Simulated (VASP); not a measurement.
# CdF2 (Fm-3m) in VASP: a series of runs

CdF2 is run at these levels: PBE; tasks: single point, relaxation of the atoms.

Everything below comes from runs of VASP 6.6.1. Logs are shortened: lines on timing, memory, paths and dates and some standing lists are left out, and cuts for length are marked.

### Step 1. The cell of the first run

It takes space group Fm-3m (No. 225, cubic). Conventional cell: a = 5.388 Å, b = 5.388 Å, c = 5.388 Å, α = 90.00°, β = 90.00°, γ = 90.00°. Within 3.1 Å of Cd (site symmetry m-3m) lie 8 F at 2.33 Å. Within 3.1 Å of F (site symmetry -43m) lie 4 Cd at 2.33 Å and 6 F at 2.69 Å.

### Step 2. Single point, PBE

INCAR

```
ALGO = Normal ; EDIFF = 1E-6
ENCUT = 520 ; GGA = PE
ISIF = 2 ; ISMEAR = -1
LASPH = True ; LCHARG = True
LELF = True ; LREAL = False
LVHAR = True ; LWAVE = False
NBANDS = 20 ; NELM = 60
PREC = Accurate ; SIGMA = 0.02
```

KPOINTS

```
k-points
0
Gamma
  8 8 8
```

POSCAR

```
CdF2
1.0
    0.0000000000      2.6940000000      2.6940000000
    2.6940000000      0.0000000000      2.6940000000
    2.6940000000      2.6940000000      0.0000000000
Cd F
1 2
Direct
    0.0000000000      0.0000000000      0.0000000000
    0.2500000000      0.2500000000      0.2500000000
    0.7500000000      0.7500000000      0.7500000000
```

Potentials or basis: VASP PAW PBE potentials, release 64 (Cd, F).

Started as:

```console
$ cat potpaw_PBE.64/Cd/POTCAR potpaw_PBE.64/F/POTCAR > POTCAR
$ mpirun -np 1 vasp_std > vasp.out
```

OUTCAR:

```text
EDIFF = 1E-6
   ENCUT = 520
   GGA = PE
   ISIF = 2
   ISMEAR = -1
   LASPH = True
   LREAL = False
   NELM = 60
   PREC = Accurate

 ion  position               nearest neighbor table
   1  0.000  0.000  0.000-   3 2.33   3 2.33   3 2.33   2 2.33   3 2.33   2 2.33   2 2.33   2 2.33

   2  0.250  0.250  0.250-   1 2.33   1 2.33   1 2.33   1 2.33
   3  0.750  0.750  0.750-   1 2.33   1 2.33   1 2.33   1 2.33

  LATTYP: Found a face centered cubic cell.
 ALAT       =     5.3880000000

  Lattice vectors:

 A1 = (   0.0000000000,   2.6940000000,   2.6940000000)
 A2 = (   2.6940000000,   0.0000000000,   2.6940000000)
 A3 = (   2.6940000000,   2.6940000000,   0.0000000000)

Analysis of symmetry for initial positions (statically):
=====================================================================
 Subroutine PRICEL returns:
 Original cell was already a primitive cell.

 Routine SETGRP: Setting up the symmetry group for a
 face centered cubic supercell.

 Subroutine GETGRP returns: Found 48 space group operations
 (whereof 48 operations were pure point group operations)
 out of a pool of 48 trial point group operations.

The static configuration has the point symmetry O_h .

Analysis of symmetry for dynamics (positions and initial velocities):
=====================================================================
 Subroutine PRICEL returns:
 Original cell was already a primitive cell.

 Routine SETGRP: Setting up the symmetry group for a
 face centered cubic supercell.

 Subroutine GETGRP returns: Found 48 space group operations
 (whereof 48 operations were pure point group operations)
 out of a pool of 48 trial point group operations.

The dynamic configuration has the point symmetry O_h .

 Subroutine INISYM returns: Found 48 space group operations
 (whereof 48 operations are pure point group operations),
 and found     1 'primitive' translations

----------------------------------------------------------------------------------------

                                     Primitive cell

  volume of cell :      39.1041

  direct lattice vectors                    reciprocal lattice vectors
     0.000000000  2.694000000  2.694000000    -0.185597624  0.185597624  0.185597624
     2.694000000  0.000000000  2.694000000     0.185597624 -0.185597624  0.185597624
     2.694000000  2.694000000  0.000000000     0.185597624  0.185597624 -0.185597624

  length of vectors
     3.809891337  3.809891337  3.809891337     0.321464515  0.321464515  0.321464515

  position of ions in fractional coordinates (direct lattice)
     0.000000000  0.000000000  0.000000000
     0.250000000  0.250000000  0.250000000
     0.750000000  0.750000000  0.750000000

  ion indices of the primitive-cell ions
   primitive index   ion index
                 1           1
                 2           2
                 3           3

----------------------------------------------------------------------------------------

 KPOINTS: k-points

Automatic generation of k-mesh.
 Grid dimensions read from file:
 generate k-points for:    8    8    8

 Generating k-lattice:

  Cartesian coordinates                     Fractional coordinates (reciprocal lattice)
    -0.023199703  0.023199703  0.023199703     0.125000000  0.000000000  0.000000000
     0.023199703 -0.023199703  0.023199703     0.000000000  0.125000000  0.000000000
     0.023199703  0.023199703 -0.023199703     0.000000000  0.000000000  0.125000000

  Length of vectors
     0.040183064  0.040183064  0.040183064

  Shift w.r.t. Gamma in fractional coordinates (k-lattice)
     0.000000000  0.000000000  0.000000000

 Subroutine IBZKPT returns following result:
 ===========================================

 Found     29 irreducible k-points:

 Following reciprocal coordinates:
            Coordinates               Weight
  0.000000  0.000000  0.000000      1.000000
  0.125000  0.000000  0.000000      8.000000
  0.250000  0.000000  0.000000      8.000000
  0.375000  0.000000  0.000000      8.000000
  0.500000  0.000000  0.000000      4.000000
  0.125000  0.125000  0.000000      6.000000
[... 16 lines left out ...]
  0.500000  0.250000  0.125000     48.000000
 -0.375000  0.250000  0.125000     24.000000
 [... further k-points ...]
   k-points           NKPTS =     29   k-points in BZ     NKDIM =     29   number of bands    NBANDS=     20
   number of dos      NEDOS =    301   number of ions     NIONS =      3
   total plane-waves  NPLWV =  21952
   dimension x,y,z NGX =    28 NGY =   28 NGZ =   28
   dimension x,y,z NGXF=    56 NGYF=   56 NGZF=   56
   ions per type =               1   2
   NGX,Y,Z   is equivalent  to a cutoff of  12.22, 12.22, 12.22 a.u.
   NGXF,Y,Z  is equivalent  to a cutoff of  24.44, 24.44, 24.44 a.u.
 SYSTEM =  unknown system
   PREC   = accura    normal or accurate (medium, high low for compatibility)
   ISTART =      0    job   : 0-new  1-cont  2-samecut
   ICHARG =      2    charge: 1-file 2-atom 10-const
   ISPIN  =      1    spin polarized calculation?
   LNONCOLLINEAR =      F non collinear calculations
   LSORBIT =      F    spin-orbit coupling
   LASPH  =      T    aspherical Exc in radial PAW
   ENCUT  =  520.0 eV  38.22 Ry    6.18 a.u.   7.08  7.08  7.08*2*pi/ulx,y,z
   NELM   =     60;   NELMIN=  2; NELMDL= -5     # of ELM steps
   EDIFF  = 0.1E-05   stopping-criterion for ELM
   LREAL  =      F    real-space projection
   EDIFFG = 0.1E-04   stopping-criterion for IOM
   NSW    =      0    number of steps for IOM
   IBRION =     -1    ionic relax: 0-MD 1-quasi-New 2-CG
   NFREE  =      0    steps in history (QN), initial steepest desc. (CG)
   ISIF   =      2    stress and relaxation
   ISYM   =      2    0-nonsym 1-usesym 2-fastsym
   POTIM  = 0.5000    time-step for ionic-motion
   TEBEG  =    0.0;   TEEND  =   0.0 temperature during run
   PSTRESS=    0.0 pullay stress
   NELECT =      26.0000    total number of electrons
   NUPDOWN=      -1.0000    fix difference up-down
   EMIN   =  10.00;   EMAX   =-10.00  energy-range for DOS
   EFERMI =   0.00;   METHOD = LEGACY
   ISMEAR =    -1;   SIGMA  =   0.02  broadening in eV -4-tet -1-fermi 0-gaus
   EFERMI_NEDOS =   21; number of points for ismear=-14 and -15
   IALGO  =     38    algorithm
   IMIX   =      4    mixing-type and parameters
     AMIX     =   0.40;   BMIX     =  1.00
     AMIX_MAG =   1.60;   BMIX_MAG =  1.00
  volume/ion in A,a.u.               =      13.03        87.96
  Fermi-wavevector in a.u.,A,eV,Ry     =   1.428867  2.700166 27.778468  2.041660
  Thomas-Fermi vector in A             =   2.548882
   LORBIT       =      0    0 simple, 1 ext, 2 COOP (PROOUT), +10 PAW based schemes
   GGA     = PE    functional components
[... 5 lines left out ...]
 non-spin polarized calculation
  energy-cutoff  :      520.00
  volume of cell :       39.10
 maximum number of plane-waves:      1067
   NGX = 15   NGY = 15   NGZ = 15

 number of electron      25.9999990 magnetization

 Free energy of the ion-electron system (eV)
  ---------------------------------------------------
  ext. energy  EPLUGINS =         0.00000000
  ---------------------------------------------------
  free energy    TOTEN  =       -10.85937006 eV

  energy without entropy =      -10.85937006  energy(sigma->0) =      -10.85937006

 E-fermi :  -0.8753     XC(G=0): -10.4121

 val. band max:       -1.3115484771   @ k =  -0.2500   0.5000   0.2500
 cond. band min:       1.7564575808   @ k =   0.0000   0.0000   0.0000
 fundamental gap:      3.0680060579
 Fermi energy:        -0.8752541670

 k-point     1 :       0.0000    0.0000    0.0000
  band No.  band energies     occupation
      1     -22.1168      2.00000
      2     -21.0120      2.00000
      3      -6.9269      2.00000
      4      -6.9269      2.00000
      5      -6.9269      2.00000
      6      -5.7193      2.00000
[... 12 lines left out ...]
     19      18.5864      0.00000
     20      18.5864      0.00000

 k-point     2 :       0.1250    0.0000    0.0000
  band No.  band energies     occupation
      1     -22.0668      2.00000
      2     -21.0555      2.00000
      3      -6.8679      2.00000
      4      -6.8679      2.00000
      5      -6.7611      2.00000
      6      -5.7371      2.00000
[... 12 lines left out ...]
     19      18.1867      0.00000
     20      18.1867      0.00000

 k-point     3 :       0.2500    0.0000    0.0000
  band No.  band energies     occupation
      1     -21.9325      2.00000
      2     -21.1758      2.00000
      3      -6.7321      2.00000
      4      -6.7321      2.00000
      5      -6.3161      2.00000
      6      -5.7517      2.00000
[... 12 lines left out ...]
     19      17.5202      0.00000
     20      18.2706      0.00000

 k-point     4 :       0.3750    0.0000    0.0000
  band No.  band energies     occupation
      1     -21.7469      2.00000
      2     -21.3435      2.00000
      3      -6.6206      2.00000
      4      -6.6206      2.00000
      5      -5.7591      2.00000
      6      -5.7000      2.00000
[... 12 lines left out ...]
     19      17.0445      0.00000
     20      17.7973      0.00000

 k-point     5 :       0.5000    0.0000    0.0000
  band No.  band energies     occupation
      1     -21.5784      2.00000
      2     -21.5039      2.00000
      3      -6.5870      2.00000
      4      -6.5870      2.00000
      5      -5.6484      2.00000
      6      -5.6484      2.00000
[... 12 lines left out ...]
     19      16.8751      0.00000
     20      17.4475      0.00000
[... 353 lines left out ...]
      6      -5.6036      2.00000
[... 12 lines left out ...]
     19      18.1431      0.00000
     20      20.1273      0.00000

 k-point    22 :       0.3750    0.2500    0.1250
  band No.  band energies     occupation
      1     -21.8384      2.00000
      2     -21.2509      2.00000
      3      -6.5927      2.00000
      4      -6.5519      2.00000
      5      -6.0486      2.00000
      6      -5.9866      2.00000
[... 12 lines left out ...]
     19      18.1626      0.00000
     20      20.5368      0.00000

 k-point    23 :       0.5000    0.2500    0.1250
  band No.  band energies     occupation
      1     -21.6891      2.00000
      2     -21.3804      2.00000
      3      -6.5019      2.00000
      4      -6.4009      2.00000
      5      -5.9518      2.00000
      6      -5.7130      2.00000
[... 12 lines left out ...]
     19      17.6164      0.00000
     20      20.5774      0.00000

 k-point    24 :      -0.3750    0.2500    0.1250
  band No.  band energies     occupation
      1     -21.5489      2.00000
      2     -21.5116      2.00000
      3      -6.4721      2.00000
      4      -6.3622      2.00000
      5      -5.7758      2.00000
      6      -5.7530      2.00000
[... 12 lines left out ...]
     19      17.4033      0.00000
     20      20.9786      0.00000

 [... further k-points ...]

------------------------ aborting loop because EDIFF is reached ----------------------------------------

  FORCE on cell =-STRESS in cart. coord.  units (eV):
  Direction    XX          YY          ZZ          XY          YZ          ZX
  --------------------------------------------------------------------------------------
  -------------------------------------------------------------------------------------
  Total        1.5146905      1.5146905      1.5146905     -0.0000000      0.0000000     -0.0000000
  in kB       62.0599919     62.0599919     62.0599919     -0.0000000      0.0000000     -0.0000000
  external PRESSURE =      62.0599919 kB  Pullay stress =       0.0000000 kB

 VOLUME and BASIS-vectors are now :
 -----------------------------------------------------------------------------
  energy-cutoff  :      520.00
  volume of cell :       39.10
      direct lattice vectors                 reciprocal lattice vectors
     0.000000000  2.694000000  2.694000000    -0.185597624  0.185597624  0.185597624
     2.694000000  0.000000000  2.694000000     0.185597624 -0.185597624  0.185597624
     2.694000000  2.694000000  0.000000000     0.185597624  0.185597624 -0.185597624

 POSITION                                       TOTAL-FORCE (eV/Angst)
 -----------------------------------------------------------------------------------
      0.00000      0.00000      0.00000         0.000000     -0.000000     -0.000000
      1.34700      1.34700      1.34700        -0.000000     -0.000000     -0.000000
      4.04100      4.04100      4.04100         0.000000      0.000000      0.000000
 -----------------------------------------------------------------------------------
    total drift:                                0.000000      0.000000      0.000000

  FREE ENERGIE OF THE ION-ELECTRON SYSTEM (eV)
  ---------------------------------------------------
  free  energy   TOTEN  =       -10.8593700608 eV

  energy  without entropy=      -10.8593700607  energy(sigma->0) =      -10.85937006
```

It took 14 s on 1 thread of Intel Xeon Platinum 8488C (Sapphire Rapids), shared host; peak memory 0.16 GiB.

Results:

```yaml
Free_energy: -10.8594 eV
Pressure: 6.2 GPa
Band_gap_on_the_k_mesh: 3.07 eV, indirect (least direct gap 3.57 eV)
```

Levels at points of the mesh, in eV from the valence-band top:
```csv
k point,band 11,band 12,band 13,band 14,band 15,band 16
"(0.00, 0.00, 0.00)",-0.50,-0.50,-0.50,3.07,12.70,12.70
"(0.50, 0.00, 0.00)",-1.84,-0.40,-0.40,7.17,9.16,14.50
"(0.50, 0.50, 0.00)",-0.50,-0.09,-0.09,8.00,9.65,11.92
```

A k mesh can miss the band edges. Expect the measured gap to be larger: semilocal functionals such as PBE lack the derivative discontinuity.

### Step 3. Relaxation of the atoms, PBE

INCAR

```
PREC     = Accurate       # precision mode
ENCUT    = 520            # plane-wave cutoff, eV
EDIFF    = 1E-7           # SCF threshold, eV
ISMEAR   = -1             # smearing method
SIGMA    = 0.02           # smearing width, eV
LREAL    = F              # projectors in reciprocal space
LASPH    = T              # aspherical terms in the spheres
NELM     = 80             # most SCF steps
ALGO     = Normal         # electronic algorithm
ISIF     = 2              # what is computed and relaxed
LWAVE    = F              # write WAVECAR
LCHARG   = F              # write CHGCAR
GGA      = PE             # functional
IBRION   = 2              # ionic algorithm
NSW      = 80             # ionic steps
EDIFFG   = -0.02          # ionic threshold
```

KPOINTS

```
Automatic mesh
0
Gamma
  8 8 8
```

POSCAR is that of step 2.

Potentials or basis: VASP PAW PBE potentials, release 64 (Cd, F).

Started as:

```console
$ cat potpaw_PBE.64/Cd/POTCAR potpaw_PBE.64/F/POTCAR > POTCAR
$ mpirun -np 1 vasp_std > vasp.out
```

It took 12 s on 1 thread of Intel Xeon Platinum 8488C (Sapphire Rapids), shared host; peak memory 0.16 GiB.

The run converged. Its results:

```
Free energy             : -10.8594 eV
Pressure after relaxing : 6.2 GPa
Band gap on the k mesh  : 3.07 eV, indirect (least direct gap 3.57 eV)
```

Final structure:
```cif
data_structure
_symmetry_space_group_name_H-M 'P 1'
_symmetry_Int_Tables_number 1
_cell_length_a 3.8099
_cell_length_b 3.8099
_cell_length_c 3.8099
_cell_angle_alpha 60.000
_cell_angle_beta 60.000
_cell_angle_gamma 60.000
_cell_volume 39.10
loop_
_atom_site_label
_atom_site_type_symbol
_atom_site_fract_x
_atom_site_fract_y
_atom_site_fract_z
_atom_site_occupancy
Cd1 Cd 0.00000 0.00000 0.00000 1
F1 F 0.25000 0.25000 0.25000 1
F2 F 0.75000 0.75000 0.75000 1
```

Levels at points of the mesh, in eV from the valence-band top:
```
           k point  band 11  band 12  band 13  band 14  band 15  band 16
(0.00, 0.00, 0.00)    -0.50    -0.50    -0.50     3.07    12.70    12.70
(0.50, 0.00, 0.00)    -1.84    -0.40    -0.40     7.17     9.16    14.50
(0.50, 0.50, 0.00)    -0.50    -0.09    -0.09     8.00     9.65    11.92
```

Caveat: the relaxation stopped at its first step, so nothing moved.
